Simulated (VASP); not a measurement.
Crystal: BaTiO3.

```
Ba Ti O
1.0
     3.99980    0.00000    0.00000
     0.00000    3.99980    0.00000
     0.00000    0.00000    4.01800
Ba Ti O
1 1 3
Cartesian
  0.0000 0.0000 0.0000
  1.9999 1.9999 1.9688
  1.9999 1.9999 0.0763
  1.9999 0.0000 2.0773
  0.0000 1.9999 2.0773
```

Base run:

| Item | Value |
| --- | --- |
| Program | VASP 6.6.1 |
| Functional | PBE |
| Potentials or basis | VASP PAW PBE potentials, release 64 (Ba_sv, Ti_sv, O) |
| Cutoff | 520 eV |
| k mesh | 6 × 6 × 6 |
| Occupations | gaussian, width 0.01 eV |
| Spin | no spin polarisation |
| Hubbard terms | Ti d U = 7.0 eV |

Its results: band gap on the k mesh 2.66 eV (least direct gap 2.99 eV); pressure 10.0 GPa; largest force 0.917 eV/Å.

**Question.** The run is repeated on the same cell with these changes: hubbard terms from Ti d U = 7.0 eV to Ti d U = 3.0 eV; further incar settings from ALGO = Normal; EDIFF = 1e-06; NBANDS = 28 to ALGO = Normal; EDIFF = 1e-07; NBANDS = 28. What comes out?

**Answer.** Band gap on the k mesh 2.12 eV (least direct gap 2.43 eV); pressure 6.6 GPa; largest force 0.322 eV/Å.

Caveats: the cell stands under pressure; spin-orbit coupling is left out, which moves the levels of the heavy elements.

A k mesh can miss the band edges.
